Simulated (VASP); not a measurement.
# HC4 in VASP: a series of runs

The runs below take HC4 through single point, with PBE+D3(BJ).

Program: VASP 6.6.1. These are calculated values, not measurements. Logs are shortened: lines on timing, memory, paths and dates and some standing lists are left out, and cuts for length are marked.

## (1) The cell of the first run

The cell holds a slab with vacuum, 10 atoms: a = 4.931 Å, b = 4.931 Å, c = 18.000 Å, α = 90.00°, β = 90.00°, γ = 120.00°.

## (2) Single point, PBE+D3(BJ)

INCAR reads:

```
SYSTEM = HC4
PREC = Accurate ; ENCUT = 520
EDIFF = 1E-6 ; ISMEAR = 0
SIGMA = 0.1 ; LREAL = .False.
LASPH = .True. ; NELM = 100
ALGO = Normal ; ISIF = 2
LWAVE = .False. ; LCHARG = .True.
LDIPOL = .True. ; IDIPOL = 3
DIPOL = 0.5 0.5 0.241 ; GGA = PE
IVDW = 12 ; LELF = .True.
LVHAR = .True. ; LVACPOTAV = .True.
NBANDS = 28
```

KPOINTS reads:

```
regular mesh
0
Gamma
  6 6 1
  0 0 0
```

POSCAR reads:

```
HC4
1.0
    4.9313048818      0.0000000000      0.0000000000
   -2.4656524409      4.2706353015      0.0000000000
    0.0000000000      0.0000000000     18.0000331943
C H
8 2
Direct
    0.3333333333      0.1666666667      0.2222236565
    0.3333333333      0.6666666667      0.2222236565
    0.8333333333      0.1666666667      0.2222236565
    0.8333333333      0.6666666667      0.2222236565
    0.1666666667      0.3333333333      0.2222218124
    0.1666666667      0.8333333333      0.2222218124
    0.6666666667      0.3333333333      0.2222218124
    0.6666666667      0.8333333333      0.2222218124
    0.6624837469      0.3375162531      0.3183345904
    0.8375162531      0.1624837469      0.3183345904
```

Potentials or basis: VASP PAW PBE potentials, release 64 (C, H).

Run with:

```
> cat potpaw_PBE.64/C/POTCAR potpaw_PBE.64/H/POTCAR > POTCAR
> mpirun -np 1 vasp_std > vasp.out
```

OUTCAR:

```text
SYSTEM = HC4
   PREC = Accurate
   ENCUT = 520
   EDIFF = 1E-6
   ISMEAR = 0
   LREAL = .False.
   LASPH = .True.
   NELM = 100
   ISIF = 2
   GGA = PE
   IVDW = 12
 IVDW          = 12

 ion  position               nearest neighbor table
   1  0.333  0.167  0.222-   5 1.42   7 1.42   6 1.42
   2  0.333  0.667  0.222-   6 1.42   8 1.42   5 1.42
   3  0.833  0.167  0.222-   7 1.42   5 1.42   8 1.42
   4  0.833  0.667  0.222-   8 1.42   6 1.42   7 1.42
   5  0.167  0.333  0.222-   1 1.42   3 1.42   2 1.42
   6  0.167  0.833  0.222-   2 1.42   4 1.42   1 1.42
   7  0.667  0.333  0.222-   3 1.42   1 1.42   4 1.42
   8  0.667  0.833  0.222-   4 1.42   2 1.42   3 1.42
   9  0.662  0.338  0.318-
  10  0.838  0.162  0.318-

  LATTYP: Found a hexagonal cell.
 ALAT       =     4.9313048818
 C/A-ratio  =     3.6501562215

  Lattice vectors:

 A1 = (   4.9313048818,   0.0000000000,   0.0000000000)
 A2 = (  -2.4656524409,   4.2706353015,   0.0000000000)
 A3 = (   0.0000000000,   0.0000000000,  18.0000331943)

Analysis of symmetry for initial positions (statically):
=====================================================================
 Subroutine PRICEL returns:
 Original cell was already a primitive cell.

 Routine SETGRP: Setting up the symmetry group for a
 hexagonal supercell.

 Subroutine GETGRP returns: Found  4 space group operations
 (whereof  2 operations were pure point group operations)
 out of a pool of 24 trial point group operations.

The static configuration has the point symmetry C_1h.
 The point group associated with its full space group is C_2v.

Analysis of symmetry for dynamics (positions and initial velocities):
=====================================================================
 Subroutine PRICEL returns:
 Original cell was already a primitive cell.

 Routine SETGRP: Setting up the symmetry group for a
 hexagonal supercell.

 Subroutine GETGRP returns: Found  4 space group operations
 (whereof  2 operations were pure point group operations)
 out of a pool of 24 trial point group operations.

The dynamic configuration has the point symmetry C_1h.
 The point group associated with its full space group is C_2v.

 Subroutine INISYM returns: Found  4 space group operations
 (whereof  2 operations are pure point group operations),
 and found     1 'primitive' translations

----------------------------------------------------------------------------------------

                                     Primitive cell

  volume of cell :     379.0772

  direct lattice vectors                    reciprocal lattice vectors
     4.931304882  0.000000000  0.000000000     0.202786083  0.117078599  0.000000000
    -2.465652441  4.270635301  0.000000000     0.000000000  0.234157199  0.000000000
     0.000000000  0.000000000 18.000033194     0.000000000  0.000000000  0.055555453

  length of vectors
     4.931304882  4.931304882 18.000033194     0.234157199  0.234157199  0.055555453

  position of ions in fractional coordinates (direct lattice)
     0.333333333  0.166666667  0.222223656
     0.333333333  0.666666667  0.222223656
     0.833333333  0.166666667  0.222223656
     0.833333333  0.666666667  0.222223656
     0.166666667  0.333333333  0.222221812
     0.166666667  0.833333333  0.222221812
     0.666666667  0.333333333  0.222221812
     0.666666667  0.833333333  0.222221812
     0.662483747  0.337516253  0.318334590
     0.837516253  0.162483747  0.318334590

  ion indices of the primitive-cell ions
   primitive index   ion index
                 1           1
                 2           2
                 3           3
                 4           4
                 5           5
                 6           6
                 7           7
                 8           8
                 9           9
                10          10

----------------------------------------------------------------------------------------

 KPOINTS: regular mesh

Automatic generation of k-mesh.
 Grid dimensions read from file:
 generate k-points for:    6    6    1

 Generating k-lattice:

  Cartesian coordinates                     Fractional coordinates (reciprocal lattice)
     0.033797680  0.019513100  0.000000000     0.166666667  0.000000000  0.000000000
     0.000000000  0.039026200  0.000000000     0.000000000  0.166666667  0.000000000
     0.000000000  0.000000000  0.055555453     0.000000000  0.000000000  1.000000000

  Length of vectors
     0.039026200  0.039026200  0.055555453

  Shift w.r.t. Gamma in fractional coordinates (k-lattice)
     0.000000000  0.000000000  0.000000000

 Subroutine IBZKPT returns following result:
 ===========================================

 Found     13 irreducible k-points:

 Following reciprocal coordinates:
            Coordinates               Weight
  0.000000  0.000000  0.000000      1.000000
  0.166667 -0.000000  0.000000      4.000000
 -0.166667  0.166667  0.000000      2.000000
  0.333333 -0.000000  0.000000      4.000000
 -0.333333  0.333333  0.000000      2.000000
  0.500000  0.000000  0.000000      2.000000
  0.500000  0.500000  0.000000      1.000000
  0.166667  0.166667  0.000000      2.000000
 -0.166667  0.333333  0.000000      4.000000
  0.333333  0.166667  0.000000      4.000000
 -0.166667  0.500000  0.000000      4.000000
  0.500000  0.333333  0.000000      4.000000
  0.333333  0.333333  0.000000      2.000000
   k-points           NKPTS =     13   k-points in BZ     NKDIM =     13   number of bands    NBANDS=     28
   number of dos      NEDOS =    301   number of ions     NIONS =     10
   total plane-waves  NPLWV = 224000
   dimension x,y,z NGX =    40 NGY =   40 NGZ =  140
   dimension x,y,z NGXF=    80 NGYF=   80 NGZF=  280
   ions per type =               8   2
   NGX,Y,Z   is equivalent  to a cutoff of  13.48, 13.48, 12.93 a.u.
   NGXF,Y,Z  is equivalent  to a cutoff of  26.97, 26.97, 25.86 a.u.
 SYSTEM =  HC4
   PREC   = accura    normal or accurate (medium, high low for compatibility)
   ISTART =      0    job   : 0-new  1-cont  2-samecut
   ICHARG =      2    charge: 1-file 2-atom 10-const
   ISPIN  =      1    spin polarized calculation?
   LNONCOLLINEAR =      F non collinear calculations
   LSORBIT =      F    spin-orbit coupling
   LASPH  =      T    aspherical Exc in radial PAW
   ENCUT  =  520.0 eV  38.22 Ry    6.18 a.u.   9.17  9.17 33.47*2*pi/ulx,y,z
   NELM   =    100;   NELMIN=  2; NELMDL= -5     # of ELM steps
   EDIFF  = 0.1E-05   stopping-criterion for ELM
   LREAL  =      F    real-space projection
   EDIFFG = 0.1E-04   stopping-criterion for IOM
   NSW    =      0    number of steps for IOM
   IBRION =     -1    ionic relax: 0-MD 1-quasi-New 2-CG
   NFREE  =      0    steps in history (QN), initial steepest desc. (CG)
   ISIF   =      2    stress and relaxation
   ISYM   =      2    0-nonsym 1-usesym 2-fastsym
   POTIM  = 0.5000    time-step for ionic-motion
   TEBEG  =    0.0;   TEEND  =   0.0 temperature during run
   PSTRESS=    0.0 pullay stress
   NELECT =      34.0000    total number of electrons
   NUPDOWN=      -1.0000    fix difference up-down
   EMIN   =  10.00;   EMAX   =-10.00  energy-range for DOS
   EFERMI =   0.00;   METHOD = LEGACY
   ISMEAR =     0;   SIGMA  =   0.10  broadening in eV -4-tet -1-fermi 0-gaus
   EFERMI_NEDOS =   21; number of points for ismear=-14 and -15
   IALGO  =     38    algorithm
   IMIX   =      4    mixing-type and parameters
     AMIX     =   0.40;   BMIX     =  1.00
     AMIX_MAG =   1.60;   BMIX_MAG =  1.00
  volume/ion in A,a.u.               =      37.91       255.81
  Fermi-wavevector in a.u.,A,eV,Ry     =   0.732811  1.384812  7.306489  0.537012
  Thomas-Fermi vector in A             =   1.825366
   LORBIT       =      0    0 simple, 1 ext, 2 COOP (PROOUT), +10 PAW based schemes
   GGA     = PE    functional components
   LHFCALC =     F    Hartree Fock is set to
   AEXX    =    0.0000 exact exchange contribution
   IVDW    =    12    specifies the selected vdW correction
   LEPSILON=     F    determine dielectric tensor
   LRPA    =     F    only Hartree local field effects (RPA)
 non-spin polarized calculation
 Gauss-broadening in eV      SIGMA  =   0.10
  energy-cutoff  :      520.00
  volume of cell :      379.08
 maximum number of plane-waves:     10258
 NGX is ok and might be reduce to    40
   NGX = 19   NGY = 19   NGZ = 67

 dipolmoment           0.000000      0.000000     -0.054761 electrons x Angstroem

 number of electron      33.9999997 magnetization

 dipolmoment           0.000000      0.000000      0.172453 electrons x Angstroem

 Free energy of the ion-electron system (eV)
  ---------------------------------------------------
  ext. energy  EPLUGINS =         0.00000000
  ---------------------------------------------------
  free energy    TOTEN  =       -76.37124709 eV

  energy without entropy =      -76.37114457  energy(sigma->0) =      -76.37119583

 E-fermi :  -2.9830     XC(G=0):  -2.7813

 val. band max:       -3.2023391800   @ k =   0.5000   0.3333   0.0000
 cond. band min:      -2.7634996965   @ k =   0.5000   0.3333   0.0000
 fundamental gap:      0.4388394835
 Fermi energy:        -2.9830166443

 k-point     1 :       0.0000    0.0000    0.0000
  band No.  band energies     occupation
      1     -22.8805      2.00000
      2     -17.7084      2.00000
      3     -17.6435      2.00000
      4     -17.5738      2.00000
      5     -16.5904      2.00000
      6     -16.5667      2.00000
[... 20 lines left out ...]
     27       4.0714      0.00000
     28       4.1006      0.00000

 k-point     2 :       0.1667   -0.0000    0.0000
  band No.  band energies     occupation
      1     -22.7164      2.00000
      2     -18.8985      2.00000
      3     -18.0296      2.00000
      4     -18.0249      2.00000
      5     -15.9159      2.00000
      6     -15.9136      2.00000
[... 333 lines left out ...]
 k-point    13 :       0.3333    0.3333    0.0000
  band No.  band energies     occupation
      1     -21.0315      2.00000
      2     -20.8998      2.00000
      3     -20.8572      2.00000
      4     -15.9519      2.00000
      5     -15.9509      2.00000
      6     -13.8770      2.00000
[... 20 lines left out ...]
     27       4.5721      0.00000
     28       4.6394      0.00000

------------------------ aborting loop because EDIFF is reached ----------------------------------------

 Edisp (eV)   -0.90497

 E8    (eV) :    -0.2696

  FORCE on cell =-STRESS in cart. coord.  units (eV):
  Direction    XX          YY          ZZ          XY          YZ          ZX
  --------------------------------------------------------------------------------------
  -------------------------------------------------------------------------------------
  Total      -2.54158    -0.95470     5.31954     1.37427    -0.00000    -0.00000
  in kB     -10.74202    -4.03507    22.48313     5.80840    -0.00000    -0.00000
  external pressure =        2.57 kB  Pullay stress =        0.00 kB

 VOLUME and BASIS-vectors are now :
 -----------------------------------------------------------------------------
  energy-cutoff  :      520.00
  volume of cell :      379.08
      direct lattice vectors                 reciprocal lattice vectors
     4.931304882  0.000000000  0.000000000     0.202786083  0.117078599  0.000000000
    -2.465652441  4.270635301  0.000000000     0.000000000  0.234157199  0.000000000
     0.000000000  0.000000000 18.000033194     0.000000000  0.000000000  0.055555453

 POSITION                                       TOTAL-FORCE (eV/Angst)
 -----------------------------------------------------------------------------------
      1.23283      0.71177      4.00003         0.041396      0.016862     -0.440981
     -0.00000      2.84709      4.00003        -0.123251      0.071159      0.225870
      3.69848      0.71177      4.00003         0.740190     -0.427349     -0.898811
      2.46565      2.84709      4.00003         0.006095     -0.044281     -0.440981
      0.00000      1.42355      4.00000        -0.041396     -0.016862     -0.440981
     -1.23283      3.55886      4.00000         0.123251     -0.071159      0.225870
      2.46565      1.42355      4.00000        -0.740190      0.427349     -0.898811
      1.23283      3.55886      4.00000        -0.006095      0.044281     -0.440981
      2.43471      1.44141      5.73003         2.742190     -1.583204      1.554903
      3.72942      0.69391      5.73003        -2.742190      1.583204      1.554903
 -----------------------------------------------------------------------------------
    total drift:                                0.000003     -0.000002      0.000406

  FREE ENERGIE OF THE ION-ELECTRON SYSTEM (eV)
  ---------------------------------------------------
  free  energy   TOTEN  =       -77.2762191159 eV

  energy  without entropy=      -77.2761165954  energy(sigma->0) =      -77.27616786

 vacuum level on the upper side and lower side of the slab         2.689         1.207
```

It took 2.5 min on 1 thread of Intel Xeon 6975P-C (Granite Rapids), shared host; peak memory 0.53 GiB.

What came out:

* Free energy: -77.2762 eV
* Largest force: 3.528 eV/Å
* Band gap on the k mesh: 0.44 eV, direct
* Dispersion energy per atom: -0.090 eV

Forces in eV/Å, atoms in the order of the input:
```
C    0.041  0.017 -0.441
C   -0.123  0.071  0.226
C    0.740 -0.427 -0.899
C    0.006 -0.044 -0.441
C   -0.041 -0.017 -0.441
C    0.123 -0.071  0.226
C   -0.740  0.427 -0.899
C   -0.006  0.044 -0.441
H    2.742 -1.583  1.555
H   -2.742  1.583  1.555
```

## (3) Single point, PBE+D3(BJ)

INCAR reads:

```
  PREC = Accurate
  ENCUT = 520
  EDIFF = 1E-7
  ISMEAR = 0
  SIGMA = 0.1
  LREAL = False
  LASPH = True
  NELM = 80
  ALGO = Normal
  ISIF = 2
  LWAVE = False
  LCHARG = False
  LDIPOL = True
  IDIPOL = 3
  DIPOL = 0.5 0.5 0.245
  GGA = PE
  IVDW = 12
  NBANDS = 28
```

KPOINTS reads:

```
Automatic mesh
0
Gamma
  6 6 1
```

POSCAR, as its differences from that of step 2:

```diff
@@ -16,3 +16,3 @@
     0.6666666667      0.8333333333      0.2222218124
-    0.6624837469      0.3375162531      0.3183345904
-    0.8375162531      0.1624837469      0.3183345904
+    0.7119494552      0.2880505448      0.3361123354
+    0.7880505448      0.2119494552      0.3361123354
```

Potentials or basis: VASP PAW PBE potentials, release 64 (C, H).

Run with:

```
> cat potpaw_PBE.64/C/POTCAR potpaw_PBE.64/H/POTCAR > POTCAR
> mpirun -np 1 vasp_std > vasp.out
```

Wall time 2.8 min (1 thread of Intel Xeon 6975P-C (Granite Rapids), shared host); peak memory 0.53 GiB.

Results (log left out):

```yaml
Free_energy: -80.5533 eV
Largest_force: 4.727 eV/Å
Band_gap_on_the_k_mesh: 0.12 eV, direct
Dispersion_energy_per_atom: -0.082 eV
```

Forces in eV/Å, atoms in the order of the input:
```
C    0.195  0.007 -0.066
C    0.069 -0.040  0.081
C    0.268 -0.155 -0.905
C    0.091 -0.172 -0.066
C   -0.195 -0.007 -0.066
C   -0.069  0.040  0.081
C   -0.268  0.155 -0.905
C   -0.091  0.172 -0.066
H   -4.009  2.315  0.956
H    4.009 -2.315  0.956
```

Levels at points of the mesh, in eV from the valence-band top:
```
           k point  band 15  band 16  band 17  band 18  band 19  band 20
(0.00, 0.00, 0.00)    -2.36    -2.30    -2.05     1.62     1.68     1.76
(0.50, 0.00, 0.00)    -4.77    -2.74    -2.45     2.81     2.87     4.80
(0.50, 0.50, 0.00)    -4.90    -2.69    -2.34     2.75     2.87     4.54
```

## (4) Single point, PBE+D3(BJ)

INCAR reads:

```
PREC = Accurate
ENCUT = 520
EDIFF = 1E-7
ISMEAR = 0
SIGMA = 0.1
LREAL = F
LASPH = T
NELM = 80
ALGO = Normal
ISIF = 2
LWAVE = F
LCHARG = F
LDIPOL = T
IDIPOL = 3
DIPOL = 0.5 0.5 0.231
GGA = PE
IVDW = 12
NBANDS = 28
```

KPOINTS reads:

```
regular mesh
0
Gamma
  6 6 1
```

POSCAR, as its differences from that of step 3:

```diff
@@ -16,3 +16,3 @@
     0.6666666667      0.8333333333      0.2222218124
-    0.7119494552      0.2880505448      0.3361123354
-    0.7880505448      0.2119494552      0.3361123354
+    0.6962023835      0.3037976165      0.2650013554
+    0.8037976165      0.1962023835      0.2650013554
```

Run with:

```
> cat potpaw_PBE.64/C/POTCAR potpaw_PBE.64/H/POTCAR > POTCAR
> mpirun -np 1 vasp_std > vasp.out
```

It took 3.1 min on 1 thread of Intel Xeon 6975P-C (Granite Rapids), shared host; peak memory 0.53 GiB.

Results (log left out):

* Free energy: -69.5970 eV
* Largest force: 22.298 eV/Å
* Band gap on the k mesh: 0.10 eV, indirect (least direct gap 0.76 eV)
* Dispersion energy per atom: -0.081 eV

Forces in eV/Å, atoms in the order of the input:
```
C    -3.689  -0.523  -1.383
C    -0.060   0.035  -0.022
C     9.327  -5.385 -19.477
C    -1.391   3.457  -1.383
C     3.689   0.523  -1.383
C     0.060  -0.035  -0.022
C    -9.327   5.385 -19.477
C     1.391  -3.457  -1.383
H    -1.043   0.602  22.266
H     1.043  -0.602  22.266
```

Levels at points of the mesh, in eV from the valence-band top:
| k point | band 15 | band 16 | band 17 | band 18 | band 19 | band 20 |
| --- | --- | --- | --- | --- | --- | --- |
| (0.00, 0.00, 0.00) | -3.82 | -3.03 | -0.88 | 0.10 | 0.72 | 1.76 |
| (0.50, 0.00, 0.00) | -5.15 | -4.20 | 0.00 | 0.76 | 3.47 | 3.89 |
| (0.50, 0.50, 0.00) | -4.65 | -3.47 | -1.64 | 2.04 | 3.38 | 3.98 |
